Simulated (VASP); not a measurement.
Si2As2O:

```
Si As O
1.0
     4.24644    0.00000    0.00000
    -2.12322    3.67753    0.00000
     0.00000    0.00000    6.24414
Si As O
2 2 1
Direct
  0.33333 0.66667 0.50000
  0.66667 0.33333 0.50000
  0.33333 0.66667 0.00000
  0.66667 0.33333 0.00000
  0.00000 0.00000 0.50000
```

The cell was built from a structure type or drawn by symmetry, and may not be a known phase.

- Program: VASP 6.6.1
- Task: relaxation of cell and atoms
- Functional: PBE
- Potentials or basis: VASP PAW PBE potentials, release 64 (Si, As, O)
- Cutoff: 600 eV
- k mesh: 6 × 6 × 4
- Occupations: gaussian, width 0.1 eV
- Spin: no spin polarisation

At the start: pressure -2.2 GPa; volume 19.50 Å³/atom.

**Question.** How do energy, volume and symmetry change on relaxing?

**Answer.** Over 10 steps the energy falls by 209.3 meV/atom and the volume is 17.02 Å³/atom (-12.7 %); space group P6/mmm (No. 191, to 0.1 Å) before and after.

Step by step:
```
step  energy change (eV)  largest force (eV/Å)  pressure (GPa)  volume (Å³)
   1              0.0000                0.0000           -2.22        97.51
   2             -0.5415                0.0000           -3.75        93.52
   3              0.4997                0.0000           10.06        79.28
   4             -0.8794                0.0000           -3.62        90.50
   5             -0.8793                0.0000            0.09        84.74
   6             -1.0204                0.0000           -2.73        88.08
   7             -1.0272                0.0000           -2.34        87.47
   8             -1.0315                0.0000            2.20        82.91
   9             -1.0453                0.0000            0.03        85.01
  10             -1.0467                0.0000            0.04        85.12
```

Final structure:
```cif
data_structure
_symmetry_space_group_name_H-M 'P 1'
_symmetry_Int_Tables_number 1
_cell_length_a 4.3441
_cell_length_b 4.3441
_cell_length_c 5.2081
_cell_angle_alpha 90.000
_cell_angle_beta 90.000
_cell_angle_gamma 120.000
_cell_volume 85.12
loop_
_atom_site_label
_atom_site_type_symbol
_atom_site_fract_x
_atom_site_fract_y
_atom_site_fract_z
_atom_site_occupancy
Si1 Si 0.33333 0.66667 0.50000 1
Si2 Si 0.66667 0.33333 0.50000 1
As1 As 0.33333 0.66667 0.00000 1
As2 As 0.66667 0.33333 0.00000 1
O1 O 0.00000 0.00000 0.50000 1
```

Caveat: a cell axis changed by over 15 % at a fixed basis, so the end point is rough.
